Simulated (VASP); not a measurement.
Here is a VASP 6.6.1 calculation.

The input INCAR:

```
PREC = Accurate
ENCUT = 520
EDIFF = 1E-7
ISMEAR = -1
SIGMA = 0.05
LREAL = F
LASPH = T
NELM = 60
ALGO = Normal
ISIF = 2
LWAVE = F
LCHARG = F
GGA = PS
NBANDS = 9
```

Contents of KPOINTS:

```
regular mesh
0
Gamma
  8 8 5
```

POSCAR

```
Mg
1.0
    3.2093000000      0.0000000000      0.0000000000
   -1.6046500000      2.7793353284      0.0000000000
    0.0000000000      0.0000000000      5.0018880000
Mg
2
Direct
    0.6666666667      0.3333333333      0.7500000000
    0.3333333333      0.6666666667      0.2500000000
```

Potentials or basis: VASP PAW PBE potentials, release 64 (Mg).

The run is started by

```bash
$ cat potpaw_PBE.64/Mg/POTCAR > POTCAR
$ mpirun -np 1 vasp_std > vasp.out
```

(1) Predict the pressure.

(2) Predict the band gap on the k mesh.

## Answers

(1) 0.4 GPa.

(2) zero (band 2 reaches 3.63 eV, above the bottom of band 3 at 1.89 eV).

Caveat: the PAW data sets were made with another functional, which shifts forces and pressure a little.
